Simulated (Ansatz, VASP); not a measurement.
**One calculation of TaN, two programs**

Contents of INCAR:

```
SYSTEM = TaN
ALGO = Normal ; EDIFF = 1E-6
ENCUT = 520 ; GGA = PS
ISIF = 2 ; ISMEAR = -1
LASPH = .True. ; LCHARG = .False.
LREAL = .False. ; LWAVE = .False.
NBANDS = 24 ; NELM = 60
PREC = Accurate ; SIGMA = 0.01
```

The input KPOINTS:

```
k-points
0
Gamma
  11 11 6
  0 0 0
```

File POSCAR:

```
TaN
1.0
    3.0581283054      0.0000000000      0.0000000000
   -1.5290641527      2.6484168005      0.0000000000
    0.0000000000      0.0000000000      4.9343389905
Ta N
2 2
Direct
    0.0000000000      0.0000000000      0.0000000000
    0.0000000000      0.0000000000      0.5000000000
    0.3333333333      0.6666666667      0.2500000000
    0.6666666667      0.3333333333      0.7500000000
```

Input for Ansatz:

```yaml
crystal:
  lattice:
    - [3.0581283054, 0.0, 0.0]
    - [-1.5290641527, 2.6484168005, 0.0]
    - [0.0, 0.0, 4.9343389905]
  atoms:
    - { symbol: Ta, position: [0.0, 0.0, 0.0] }
    - { symbol: Ta, position: [0.0, 0.0, 0.5] }
    - { symbol: "N", position: [0.3333333333, 0.6666666667, 0.25] }
    - { symbol: "N", position: [0.6666666667, 0.3333333333, 0.75] }
kpoints:
  mp_grid: { grid: [11, 11, 6] }
  band_path:
    path:
      - [0.0, 0.0, 0.0]
      - [0.5, 0.0, 0.0]
      - [0.3333333333, 0.3333333333, 0.0]
      - [0.0, 0.0, 0.0]
      - [0.0, 0.0, 0.5]
      - [0.5, 0.0, 0.5]
      - [0.3333333333, 0.3333333333, 0.5]
      - [0.0, 0.0, 0.5]
      - [0.5, 0.0, 0.5]
    npoints: 5
scf:
  occupations: { method: fermi_dirac, width: 0.01 }
hamiltonian:
  xc: pbesol
  pseudopotentials: { kind: all_electron, lapw: { basis_error: 0.001 } }
output:
  forces: true
  stress: true
  eigenvalues: true
```

Change from the starting cell: volume scaled by 1.01.

Alike in both runs: task single point; functional PBEsol; k mesh 11 × 11 × 6; occupations fermi-dirac, width 0.01 eV; no spin polarisation.

```csv
,VASP,Ansatz
version,VASP 6.6.1,Ansatz 0.2.0
potentials or method,"VASP PAW PBE potentials, release 64 (Ta_pv, N), cutoff 520 eV","all-electron LAPW, scalar-relativistic"
```

VASP gave:

* pressure (GPa): 44.8
* traceless stress, the component that is largest in VASP (GPa): 52.84

**Question.** What did Ansatz give for the same quantities?

**Answer.** Pressure (GPa): 42.8; traceless stress, the component that is largest in VASP (GPa): 52.09.

VASP's potentials were made for PBE, not for PBEsol. Both programs put the cell under a high pressure, so it lies far from rest at this level. Ansatz ran all-electron here, and VASP with PAW potentials.

Neither program's run includes spin-orbit coupling.
